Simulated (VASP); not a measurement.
# Sr (Pm-3m) in VASP: single point with LDA

Aim: the single point of Sr with LDA.

All numbers are computed with VASP 6.6.1; they aren't measurements. Logs are shortened: lines on timing, memory, paths and dates and some standing lists are left out, and cuts for length are marked.

### Step 1. The cell of the first run

Symmetry: Pm-3m, No. 221, cubic system. The conventional cell has a = 5.650 Å, b = 5.650 Å, c = 5.650 Å, α = 90.00°, β = 90.00°, γ = 90.00°. Sr (site symmetry 4/mmm) has 8 Sr at 4.00 Å within 5.2 Å.

This isn't the form of Sr at room conditions, which is fcc.

### Step 2. Single point, LDA

The input, INCAR:

```
SYSTEM = Sr
ALGO = Normal
EDIFF = 1E-7
ENCUT = 520
ISIF = 2
ISMEAR = 1
LASPH = .TRUE.
LCHARG = .FALSE.
LREAL = .FALSE.
LWAVE = .FALSE.
NBANDS = 22
NELM = 80
PREC = Accurate
SIGMA = 0.15
```

The input, KPOINTS:

```
k-points
0
G
  4 4 4
  0 0 0
```

The input, POSCAR:

```
Sr
1.0
    5.6502200000      0.0000000000      0.0000000000
    0.0000000000      5.6502200000      0.0000000000
    0.0000000000      0.0000000000      5.6502200000
Sr
3
Direct
    0.5000000000      0.5000000000      0.0000000000
    0.5000000000      0.0000000000      0.5000000000
    0.0000000000      0.5000000000      0.5000000000
```

Potentials or basis: VASP PAW LDA potentials, release 64 (Sr_sv).

Started as:

```bash
$ cat potpaw_LDA.64/Sr_sv/POTCAR > POTCAR
$ mpirun -np 1 vasp_std > vasp.out
```

OUTCAR:

```text
SYSTEM = Sr
   EDIFF = 1E-7
   ENCUT = 520
   ISIF = 2
   ISMEAR = 1
   LASPH = .TRUE.
   LREAL = .FALSE.
   NELM = 80
   PREC = Accurate

 ion  position               nearest neighbor table
   1  0.500  0.500  0.000-   2 4.00   3 4.00   2 4.00   3 4.00   2 4.00   2 4.00   3 4.00   3 4.00

   2  0.500  0.000  0.500-   1 4.00   3 4.00   1 4.00   1 4.00   3 4.00   1 4.00   3 4.00   3 4.00

   3  0.000  0.500  0.500-   1 4.00   2 4.00   1 4.00   2 4.00   1 4.00   2 4.00   1 4.00   2 4.00

  LATTYP: Found a simple cubic cell.
 ALAT       =     5.6502200000

  Lattice vectors:

 A1 = (   5.6502200000,   0.0000000000,   0.0000000000)
 A2 = (   0.0000000000,   5.6502200000,   0.0000000000)
 A3 = (   0.0000000000,   0.0000000000,   5.6502200000)

Analysis of symmetry for initial positions (statically):
=====================================================================
 Subroutine PRICEL returns:
 Original cell was already a primitive cell.

 Routine SETGRP: Setting up the symmetry group for a
 simple cubic supercell.

 Subroutine GETGRP returns: Found 48 space group operations
 (whereof 48 operations were pure point group operations)
 out of a pool of 48 trial point group operations.

The static configuration has the point symmetry O_h .

Analysis of symmetry for dynamics (positions and initial velocities):
=====================================================================
 Subroutine PRICEL returns:
 Original cell was already a primitive cell.

 Routine SETGRP: Setting up the symmetry group for a
 simple cubic supercell.

 Subroutine GETGRP returns: Found 48 space group operations
 (whereof 48 operations were pure point group operations)
 out of a pool of 48 trial point group operations.

The dynamic configuration has the point symmetry O_h .

 Subroutine INISYM returns: Found 48 space group operations
 (whereof 48 operations are pure point group operations),
 and found     1 'primitive' translations

----------------------------------------------------------------------------------------

                                     Primitive cell

  volume of cell :     180.3832

  direct lattice vectors                    reciprocal lattice vectors
[... 66 lines left out ...]
   ISTART =      0    job   : 0-new  1-cont  2-samecut
   ICHARG =      2    charge: 1-file 2-atom 10-const
   ISPIN  =      1    spin polarized calculation?
   LNONCOLLINEAR =      F non collinear calculations
   LSORBIT =      F    spin-orbit coupling
   LASPH  =      T    aspherical Exc in radial PAW
   ENCUT  =  520.0 eV  38.22 Ry    6.18 a.u.  10.51 10.51 10.51*2*pi/ulx,y,z
   NELM   =     80;   NELMIN=  2; NELMDL= -5     # of ELM steps
   EDIFF  = 0.1E-06   stopping-criterion for ELM
   LREAL  =      F    real-space projection
   EDIFFG = 0.1E-05   stopping-criterion for IOM
   NSW    =      0    number of steps for IOM
   IBRION =     -1    ionic relax: 0-MD 1-quasi-New 2-CG
   NFREE  =      0    steps in history (QN), initial steepest desc. (CG)
   ISIF   =      2    stress and relaxation
   ISYM   =      2    0-nonsym 1-usesym 2-fastsym
   POTIM  = 0.5000    time-step for ionic-motion
   TEBEG  =    0.0;   TEEND  =   0.0 temperature during run
   PSTRESS=    0.0 pullay stress
   NELECT =      30.0000    total number of electrons
   NUPDOWN=      -1.0000    fix difference up-down
   EMIN   =  10.00;   EMAX   =-10.00  energy-range for DOS
   EFERMI =   0.00;   METHOD = LEGACY
   ISMEAR =     1;   SIGMA  =   0.15  broadening in eV -4-tet -1-fermi 0-gaus
   EFERMI_NEDOS =   21; number of points for ismear=-14 and -15
   IALGO  =     38    algorithm
   IMIX   =      4    mixing-type and parameters
     AMIX     =   0.40;   BMIX     =  1.00
     AMIX_MAG =   1.60;   BMIX_MAG =  1.00
  volume/ion in A,a.u.               =      60.13       405.76
  Fermi-wavevector in a.u.,A,eV,Ry     =   0.900292  1.701305 11.027863  0.810525
  Thomas-Fermi vector in A             =   2.023231
   LORBIT       =      0    0 simple, 1 ext, 2 COOP (PROOUT), +10 PAW based schemes
   GGA     = CA    functional components
   LHFCALC =     F    Hartree Fock is set to
   AEXX    =    0.0000 exact exchange contribution
   IVDW    =     0    specifies the selected vdW correction
   LEPSILON=     F    determine dielectric tensor
   LRPA    =     F    only Hartree local field effects (RPA)
 non-spin polarized calculation
 Methfessel and Paxton  Order N= 1 SIGMA  =   0.15
  energy-cutoff  :      520.00
  volume of cell :      180.38
 maximum number of plane-waves:      4945
   NGX = 21   NGY = 21   NGZ = 21

 number of electron      29.9999999 magnetization

 Free energy of the ion-electron system (eV)
  ---------------------------------------------------
  ext. energy  EPLUGINS =         0.00000000
  ---------------------------------------------------
  free energy    TOTEN  =        -4.49959377 eV

  energy without entropy =       -4.49810241  energy(sigma->0) =       -4.49909665

 E-fermi :   0.9444     XC(G=0):  -7.1929

 val. band max:        0.7658147936   @ k =   0.5000   0.5000   0.0000
 cond. band min:       0.9497181316   @ k =   0.5000   0.2500   0.0000
 fundamental gap:      0.1839033380
 Fermi energy:         0.9444439273

 k-point     1 :       0.0000    0.0000    0.0000
  band No.  band energies     occupation
      1     -35.5926      2.00000
      2     -35.5578      2.00000
      3     -35.5578      2.00000
      4     -17.7939      2.00000
      5     -17.7939      2.00000
      6     -17.7939      2.00000
[... 239 lines left out ...]
     21       3.0658     -0.00000
     22       3.0658     -0.00000

------------------------ aborting loop because EDIFF is reached ----------------------------------------

  FORCE on cell =-STRESS in cart. coord.  units (eV):
  Direction    XX          YY          ZZ          XY          YZ          ZX
  --------------------------------------------------------------------------------------
  -------------------------------------------------------------------------------------
  Total       -0.2012161     -0.2012161     -0.2012161     -0.0000000     -0.0000000      0.0000000
  in kB       -1.7872170     -1.7872170     -1.7872170     -0.0000000     -0.0000000      0.0000000
  external PRESSURE =      -1.7872170 kB  Pullay stress =       0.0000000 kB

 VOLUME and BASIS-vectors are now :
 -----------------------------------------------------------------------------
  energy-cutoff  :      520.00
  volume of cell :      180.38
      direct lattice vectors                 reciprocal lattice vectors
     5.650220000  0.000000000  0.000000000     0.176984259  0.000000000  0.000000000
     0.000000000  5.650220000  0.000000000     0.000000000  0.176984259  0.000000000
     0.000000000  0.000000000  5.650220000     0.000000000  0.000000000  0.176984259

 POSITION                                       TOTAL-FORCE (eV/Angst)
 -----------------------------------------------------------------------------------
      2.82511      2.82511      0.00000         0.000000      0.000000      0.000000
      2.82511      0.00000      2.82511         0.000000      0.000000      0.000000
      0.00000      2.82511      2.82511         0.000000      0.000000      0.000000
 -----------------------------------------------------------------------------------
    total drift:                                0.000000     -0.000000     -0.000000

  FREE ENERGIE OF THE ION-ELECTRON SYSTEM (eV)
  ---------------------------------------------------
  free  energy   TOTEN  =        -4.4995937655 eV

  energy  without entropy=       -4.4981024080  energy(sigma->0) =       -4.49909665
```

It took 54 s on 1 thread of Intel Xeon 8259CL, shared host; peak memory 0.21 GiB.

What came out:

```yaml
Free_energy: -4.4996 eV
Pressure: -0.2 GPa
Band_gap_on_the_k_mesh: zero (bands 15 and 16 overlap by 0.34 eV)
```
